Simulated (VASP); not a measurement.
A run of VASP 6.6.1 is set up as follows.

File INCAR:

```
SYSTEM = Ru
PREC = Accurate
ENCUT = 520
EDIFF = 1E-6
ISMEAR = 0
SIGMA = 0.1
LREAL = .FALSE.
LASPH = .TRUE.
NELM = 100
ALGO = Normal
ISIF = 2
LWAVE = .FALSE.
LCHARG = .TRUE.
GGA = PE
LELF = .TRUE.
LVHAR = .TRUE.
NBANDS = 13
```

File KPOINTS:

```
regular mesh
0
G
  18 18 18
  0 0 0
```

The input POSCAR:

```
Ru
1.0
    0.0000000000      1.9050840396      1.9050840396
    1.9050840396      0.0000000000      1.9050840396
    1.9050840396      1.9050840396      0.0000000000
Ru
1
Direct
    0.0000000000      0.0000000000      0.0000000000
```

Potentials or basis: VASP PAW PBE potentials, release 64 (Ru_pv).

The run is started by

```console
$ cat potpaw_PBE.64/Ru_pv/POTCAR > POTCAR
$ mpirun -np 1 vasp_std > vasp.out
```

(1) Predict the band gap on the k mesh.

(2) Estimate the pressure.

Answers

(1) zero (band 7 reaches 14.62 eV, above the bottom of band 8 at 11.28 eV).

(2) -0.1 GPa.
